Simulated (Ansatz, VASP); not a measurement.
## One calculation of AlRu, two programs

```
Al Ru
1.0
     2.99160    0.00000    0.00000
     0.00000    2.99160    0.00000
     0.00000    0.00000    2.99160
Al Ru
1 1
Cartesian
  0.0000 0.0000 0.0000
  1.4958 1.1958 1.4958
```

Alike in both runs: task single point; functional PBEsol; k mesh 16 × 16 × 16; occupations gaussian, width 0.15 eV; no spin polarisation.

|  | VASP | Ansatz |
| --- | --- | --- |
| version | VASP 6.6.1 | Ansatz 0.2.0 |
| potentials or method | VASP PAW PBE potentials, release 64 (Al, Ru_pv), cutoff 520 eV | scalar-relativistic, plane waves, PAW |
| valence electrons in the cell | 17 | 19 |

```csv
,VASP,Ansatz,Ansatz less VASP
gap on the k mesh at the Fermi level (eV),none,none,-
pressure (GPa),3.5,3.4,-0.11
"traceless stress, the component that is largest in VASP (GPa)",-4.76,-4.69,+0.075
rms of the force components (eV/Å),1.299,1.287,-0.0118
```

VASP's potentials were made for PBE, not for PBEsol. Atom by atom the forces differ by 0.012 eV/Å (rms over components). A gap of «none» marks a metal or a gap that the smearing closes. With one functional, cell and mesh, what is left measures potentials, basis and numerics. VASP's potentials hold 17 valence electrons a cell and Ansatz's 19, so a difference there can come from the potentials and not from the codes.
